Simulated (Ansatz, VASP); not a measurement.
B in VASP and in Ansatz

```
CELL_PARAMETERS angstrom
5.53932 0.00000 0.00000
-2.76966 4.79719 0.00000
0.00000 0.00000 2.89416
ATOMIC_POSITIONS crystal
B 0.68184 0.51150 0.97374
B 0.48850 0.17033 0.64040
B 0.82967 0.31816 0.30707
B 0.51150 0.68184 0.02626
B 0.17033 0.48850 0.35960
B 0.31816 0.82967 0.69293
B 0.54225 0.00000 0.16667
B 0.00000 0.54225 0.83333
B 0.45775 0.45775 0.50000
```

Alike in both runs: functional PBE; k mesh 6 × 6 × 6; occupations gaussian, width 0.1 eV; no spin polarisation.

Ansatz relaxed the structure, and its values are those at the end. VASP's run is a single point on that final structure, the one shown.

|  | VASP | Ansatz |
| --- | --- | --- |
| version | VASP 6.6.1 | Ansatz 0.2.0 |
| potentials or method | VASP PAW PBE potentials, release 64 (B), cutoff 520 eV | scalar-relativistic, plane waves, PAW |
| valence electrons in the cell | 27 | 27 |

|  | VASP | Ansatz | Ansatz less VASP |
| --- | --- | --- | --- |
| gap on the k mesh at the Fermi level (eV) | none | none | - |
| pressure (GPa) | 0.3 | 0.3 | +0.01 |
| rms of the force components (eV/Å) | 0.011 | 0.008 | -0.0027 |

A gap of «none» marks a metal or a gap that the smearing closes.

The k mesh is coarse, so the values compare programs but aren't converged.
